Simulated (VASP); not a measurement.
Write the native input for VASP 6.6.1 that does the following.

```
Task                   : single point
Functional             : LDA
Potentials or basis    : VASP PAW LDA potentials, release 64 (Te, Mo_sv)
Cutoff                 : 520 eV
k mesh                 : 2 × 4 × 1
Occupations            : gaussian, width 0.1 eV
Spin                   : no spin polarisation
Dipole correction      : no
Further INCAR settings : ALGO = Normal; EDIFF = 1e-06; NBANDS = 35
```

The structure of Te2Mo lies in POSCAR:

```
Te2Mo
1.0
    6.4143704427     -0.0186196383     -0.0358583084
   -0.0101867069      3.5084654527     -0.0070031604
   -0.2903639945     -0.0725410642     36.3603977472
Te Mo
4 2
Direct
    0.0670931569      0.7479765908      0.4422447393
    0.9271031869      0.2538941248      0.5568765676
    0.5694957808      0.2409766332      0.4587659540
    0.4205919255      0.7642716440      0.5399472164
    0.8225949430      0.7498917581      0.5019147383
    0.1747521581      0.2741959830      0.4976890355
```

These files were run (other wordings do the same):

INCAR

```
PREC = Accurate ; ENCUT = 520
EDIFF = 1E-6 ; ISMEAR = 0
SIGMA = 0.1 ; LREAL = F
LASPH = T ; NELM = 100
ALGO = Normal ; ISIF = 2
LWAVE = F ; LCHARG = T
LELF = T ; LVHAR = T
NBANDS = 35
```

KPOINTS

```
regular mesh
0
Gamma
  2 4 1
```

Potentials or basis: VASP PAW LDA potentials, release 64 (Te, Mo_sv).

Run with:

```bash
$ cat potpaw_LDA.64/Te/POTCAR potpaw_LDA.64/Mo_sv/POTCAR > POTCAR
$ mpirun -np 1 vasp_std > vasp.out
```

Results of the run:

```yaml
Largest_force: 1.088 eV/Å
Band_gap_on_the_k_mesh: 0.07 eV (least direct gap 0.46 eV)
```

Caveat: the k points lie up to 0.49 Å⁻¹ apart; spin-orbit coupling is left out, which moves the levels of the heavy elements.

It took 4.6 min on 1 thread of Intel(R) Xeon(R) Platinum 8259CL CPU @ 2.50GHz (Skylake/Cascade Lake), with other jobs on the host, peak memory 0.61 GiB.
